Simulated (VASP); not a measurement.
Here is a VASP 6.6.1 calculation.

Contents of INCAR:

```
PREC = Accurate
ENCUT = 520
EDIFF = 1E-6
ISMEAR = 0
SIGMA = 0.05
LREAL = False
LASPH = True
NELM = 80
ALGO = Normal
ISIF = 2
LWAVE = False
LCHARG = False
GGA = PE
NBANDS = 15
```

Contents of KPOINTS:

```
Automatic mesh
0
Gamma
  6 6 6
```

The input POSCAR:

```
KI
1.0
    0.0000000000      3.6126637500      3.4364362500
    3.6126637500      0.0000000000      3.4364362500
    3.6126637500      3.6126637500      0.0000000000
K I
1 1
Direct
    0.0000000000      0.0000000000      0.0000000000
    0.5000000000      0.5000000000      0.5000000000
```

Potentials or basis: VASP PAW PBE potentials, release 64 (K_sv, I).

The run is started by

```console
$ cat potpaw_PBE.64/K_sv/POTCAR potpaw_PBE.64/I/POTCAR > POTCAR
$ mpirun -np 1 vasp_std > vasp.out
```

Question: What does it give for the pressure?

Answer: 0.5 GPa.

Question: What does it give for the band gap on the k mesh?

Answer: 3.91 eV, direct.

Stress tensor (GPa, compression positive):
```
0.04 0.00 0.00
0.00 0.04 0.00
0.00 0.00 1.40
```

Caveat: the cell differs from its parent crystal (strain +0.025 along x and y, -0.025 along z); spin-orbit coupling is left out, which moves the levels of the heavy elements.
